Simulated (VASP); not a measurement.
# NbSiO4 (P4/mmm) in VASP: a series of runs

The runs below take NbSiO4 through single point, with PBE.

All numbers are computed with VASP 6.6.1; they aren't measurements. Logs are shortened: lines on timing, memory, paths and dates and some standing lists are left out, and cuts for length are marked.

## 1. The cell of the first run

The structure is tetragonal, space group P4/mmm (No. 123). The conventional cell has a = 3.267 Å, b = 3.267 Å, c = 5.742 Å, α = 90.00°, β = 90.00°, γ = 90.00°. Within 3.5 Å of Nb (site symmetry 4/mmm) lie 16 O at 2.65 to 3.30 Å and 4 Nb at 3.27 Å. Within 2.1 Å of Si (site symmetry 4/mmm) lie 6 O at 1.57 to 1.63 Å. Within 2.4 Å of O (site symmetry mmm) lie 2 Si at 1.63 Å and 8 O at 2.27 to 2.31 Å. O (site symmetry 4mm) has 1 Si at 1.57 Å within 2.1 Å.

The cell was built from a structure type or drawn by symmetry, and may not be a known phase.

## 2. Single point, PBE

The input, INCAR:

```
SYSTEM = NbSiO4
PREC = Accurate
ENCUT = 520
EDIFF = 1E-6
ISMEAR = 0
SIGMA = 0.1
LREAL = .False.
LASPH = .True.
NELM = 80
ALGO = Normal
ISIF = 2
LWAVE = .False.
LCHARG = .True.
GGA = PE
LELF = .True.
LVHAR = .True.
NBANDS = 30
```

The input, KPOINTS:

```
regular mesh
0
Gamma
  6 6 4
  0 0 0
```

The input, POSCAR:

```
NbSiO4
1.0
    3.2670780500      0.0000000000      0.0000000000
    0.0000000000      3.2670780500      0.0000000000
    0.0000000000      0.0000000000      5.7420966400
Nb Si O
1 1 4
Direct
    0.5000000000      0.5000000000      0.5000000000
    0.0000000000      0.0000000000      0.0000000000
    0.5000000000      0.0000000000      0.0000000000
    0.0000000000      0.5000000000      0.0000000000
    0.0000000000      0.0000000000      0.2737000000
    0.0000000000      0.0000000000      0.7263000000
```

Potentials or basis: VASP PAW PBE potentials, release 64 (Nb_sv, Si, O).

Command:

```bash
$ cat potpaw_PBE.64/Nb_sv/POTCAR potpaw_PBE.64/Si/POTCAR potpaw_PBE.64/O/POTCAR > POTCAR
$ mpirun -np 1 vasp_std > vasp.out
```

OUTCAR:

```text
SYSTEM = NbSiO4
   PREC = Accurate
   ENCUT = 520
   EDIFF = 1E-6
   ISMEAR = 0
   LREAL = .False.
   LASPH = .True.
   NELM = 80
   ISIF = 2
   GGA = PE

 ion  position               nearest neighbor table
   1  0.500  0.500  0.500-
   2  0.000  0.000  0.000-   5 1.57   6 1.57   3 1.63   4 1.63   4 1.63   3 1.63
   3  0.500  0.000  0.000-   2 1.63   2 1.63
   4  0.000  0.500  0.000-   2 1.63   2 1.63
   5  0.000  0.000  0.274-   2 1.57
   6  0.000  0.000  0.726-   2 1.57

  LATTYP: Found a simple tetragonal cell.
 ALAT       =     3.2670780500
 C/A-ratio  =     1.7575633493

  Lattice vectors:

 A1 = (   3.2670780500,   0.0000000000,   0.0000000000)
 A2 = (   0.0000000000,   3.2670780500,   0.0000000000)
 A3 = (   0.0000000000,   0.0000000000,   5.7420966400)

Analysis of symmetry for initial positions (statically):
=====================================================================
 Subroutine PRICEL returns:
 Original cell was already a primitive cell.

 Routine SETGRP: Setting up the symmetry group for a
 simple tetragonal supercell.

 Subroutine GETGRP returns: Found 16 space group operations
 (whereof 16 operations were pure point group operations)
 out of a pool of 16 trial point group operations.

The static configuration has the point symmetry D_4h.

Analysis of symmetry for dynamics (positions and initial velocities):
=====================================================================
 Subroutine PRICEL returns:
 Original cell was already a primitive cell.

 Routine SETGRP: Setting up the symmetry group for a
 simple tetragonal supercell.

 Subroutine GETGRP returns: Found 16 space group operations
 (whereof 16 operations were pure point group operations)
 out of a pool of 16 trial point group operations.

The dynamic configuration has the point symmetry D_4h.

 Subroutine INISYM returns: Found 16 space group operations
 (whereof 16 operations are pure point group operations),
 and found     1 'primitive' translations

----------------------------------------------------------------------------------------

                                     Primitive cell

[... 90 lines left out ...]
   ISTART =      0    job   : 0-new  1-cont  2-samecut
   ICHARG =      2    charge: 1-file 2-atom 10-const
   ISPIN  =      1    spin polarized calculation?
   LNONCOLLINEAR =      F non collinear calculations
   LSORBIT =      F    spin-orbit coupling
   LASPH  =      T    aspherical Exc in radial PAW
   ENCUT  =  520.0 eV  38.22 Ry    6.18 a.u.   6.07  6.07 10.68*2*pi/ulx,y,z
   NELM   =     80;   NELMIN=  2; NELMDL= -5     # of ELM steps
   EDIFF  = 0.1E-05   stopping-criterion for ELM
   LREAL  =      F    real-space projection
   EDIFFG = 0.1E-04   stopping-criterion for IOM
   NSW    =      0    number of steps for IOM
   IBRION =     -1    ionic relax: 0-MD 1-quasi-New 2-CG
   NFREE  =      0    steps in history (QN), initial steepest desc. (CG)
   ISIF   =      2    stress and relaxation
   ISYM   =      2    0-nonsym 1-usesym 2-fastsym
   POTIM  = 0.5000    time-step for ionic-motion
   TEBEG  =    0.0;   TEEND  =   0.0 temperature during run
   PSTRESS=    0.0 pullay stress
   NELECT =      41.0000    total number of electrons
   NUPDOWN=      -1.0000    fix difference up-down
   EMIN   =  10.00;   EMAX   =-10.00  energy-range for DOS
   EFERMI =   0.00;   METHOD = LEGACY
   ISMEAR =     0;   SIGMA  =   0.10  broadening in eV -4-tet -1-fermi 0-gaus
   EFERMI_NEDOS =   21; number of points for ismear=-14 and -15
   IALGO  =     38    algorithm
   IMIX   =      4    mixing-type and parameters
     AMIX     =   0.40;   BMIX     =  1.00
     AMIX_MAG =   1.60;   BMIX_MAG =  1.00
  volume/ion in A,a.u.               =      10.21        68.93
  Fermi-wavevector in a.u.,A,eV,Ry     =   1.431769  2.705651 27.891431  2.049962
  Thomas-Fermi vector in A             =   2.551469
   LORBIT       =      0    0 simple, 1 ext, 2 COOP (PROOUT), +10 PAW based schemes
   GGA     = PE    functional components
   LHFCALC =     F    Hartree Fock is set to
   AEXX    =    0.0000 exact exchange contribution
   IVDW    =     0    specifies the selected vdW correction
   LEPSILON=     F    determine dielectric tensor
   LRPA    =     F    only Hartree local field effects (RPA)
 non-spin polarized calculation
 Gauss-broadening in eV      SIGMA  =   0.10
  energy-cutoff  :      520.00
  volume of cell :       61.29
 maximum number of plane-waves:      1680
   NGX = 13   NGY = 13   NGZ = 21

 number of electron      40.9999982 magnetization

 Free energy of the ion-electron system (eV)
  ---------------------------------------------------
  ext. energy  EPLUGINS =         0.00000000
  ---------------------------------------------------
  free energy    TOTEN  =       -41.33986051 eV

  energy without entropy =      -41.32758908  energy(sigma->0) =      -41.33372480

 E-fermi :   7.1745     XC(G=0): -11.6202

 val. band max:        7.1706245231   @ k =   0.3333   0.0000   0.5000
 cond. band min:       7.2826354109   @ k =   0.3333   0.1667   0.5000
 fundamental gap:      0.1120108878
 Fermi energy:         7.1745322637

 k-point     1 :       0.0000    0.0000    0.0000
  band No.  band energies     occupation
      1     -49.6311      2.00000
      2     -25.6063      2.00000
      3     -25.3897      2.00000
      4     -25.3897      2.00000
      5     -14.8237      2.00000
      6     -11.8990      2.00000
[... 781 lines left out ...]
     29      21.3074      0.00000
     30      21.4138      0.00000

 [... further k-points ...]
[... 5 lines left out ...]
  --------------------------------------------------------------------------------------
  -------------------------------------------------------------------------------------
  Total        1.1639742      1.1639742     20.4746420      0.0000000      0.0000000     -0.0000000
  in kB       30.4273708     30.4273708    535.2262206      0.0000000      0.0000000     -0.0000000
  external PRESSURE =     198.6936541 kB  Pullay stress =       0.0000000 kB

 VOLUME and BASIS-vectors are now :
 -----------------------------------------------------------------------------
  energy-cutoff  :      520.00
  volume of cell :       61.29
      direct lattice vectors                 reciprocal lattice vectors
     3.267078050  0.000000000  0.000000000     0.306083903  0.000000000  0.000000000
     0.000000000  3.267078050  0.000000000     0.000000000  0.306083903  0.000000000
     0.000000000  0.000000000  5.742096640     0.000000000  0.000000000  0.174152416

 POSITION                                       TOTAL-FORCE (eV/Angst)
 -----------------------------------------------------------------------------------
      1.63354      1.63354      2.87105         0.000000      0.000000      0.000000
      0.00000      0.00000      0.00000         0.000000      0.000000      0.000000
      1.63354      0.00000      0.00000         0.000000      0.000000      0.000000
      0.00000      1.63354      0.00000         0.000000      0.000000      0.000000
      0.00000      0.00000      1.57161        -0.000000      0.000000     10.434979
      0.00000      0.00000      4.17048         0.000000     -0.000000    -10.434979
 -----------------------------------------------------------------------------------
    total drift:                                0.000000      0.000000     -0.000000

  FREE ENERGIE OF THE ION-ELECTRON SYSTEM (eV)
  ---------------------------------------------------
  free  energy   TOTEN  =       -41.3398605112 eV

  energy  without entropy=      -41.3275890843  energy(sigma->0) =      -41.33372480
```

OSZICAR:

```text
N       E                     dE             d eps       ncg     rms          rms(c)
DAV:   1     0.342519929985E+03    0.34252E+03   -0.22675E+04  1800   0.134E+03
[... 16 lines left out ...]
DAV:  18    -0.413404663718E+02   -0.96473E-04   -0.12664E-04  2348   0.721E-02    0.135E-01
DAV:  19    -0.413399808572E+02    0.48551E-03   -0.85279E-04  2458   0.148E-01    0.654E-02
DAV:  20    -0.413399079220E+02    0.72935E-04   -0.16763E-04  2468   0.662E-02    0.367E-02
DAV:  21    -0.413399044906E+02    0.34314E-05   -0.66221E-06  2010   0.149E-02    0.354E-02
DAV:  22    -0.413398735928E+02    0.30898E-04   -0.44315E-05  2458   0.341E-02    0.197E-02
DAV:  23    -0.413398602431E+02    0.13350E-04   -0.57840E-05  2582   0.380E-02    0.244E-03
DAV:  24    -0.413398605112E+02   -0.26803E-06   -0.37580E-06  1896   0.108E-02
   1 F= -.41339861E+02 E0= -.41333725E+02  d E =-.122714E-01
```

stdout:

```text
POSCAR found type information on POSCAR NbSiO
 POSCAR found :  3 types and       6 ions
 scaLAPACK will be used
 LDA part: xc-table for (Slater+PW92), standard interpolation
 POSCAR, INCAR and KPOINTS ok, starting setup
 FFT: planning ... GRIDC
 FFT: planning ... GRID_SOFT
 FFT: planning ... GRID
 WAVECAR not read
 entering main loop
```

It took 1.9 min on 1 thread of Intel Xeon 8259CL, shared host; peak memory 0.2 GiB.

What came out:

```yaml
Free_energy: -41.3399 eV
Pressure: 19.9 GPa
Largest_force: 10.435 eV/Å
Band_gap_on_the_k_mesh: zero (an odd number of electrons rules out a gap without spin polarisation)
```

Forces in eV/Å, atoms in the order of the input:
```
Nb    0.000   0.000   0.000
Si    0.000   0.000   0.000
O     0.000   0.000   0.000
O     0.000   0.000   0.000
O     0.000   0.000  10.435
O     0.000   0.000 -10.435
```

Stress tensor (GPa, compression positive):
```
 3.04  0.00  0.00
 0.00  3.04  0.00
 0.00  0.00 53.52
```

Caveat: the cell stands under pressure; an odd number of electrons without spin polarisation forces a metal; a magnetic or distorted state may lie lower.

[end of part 1 of 2]
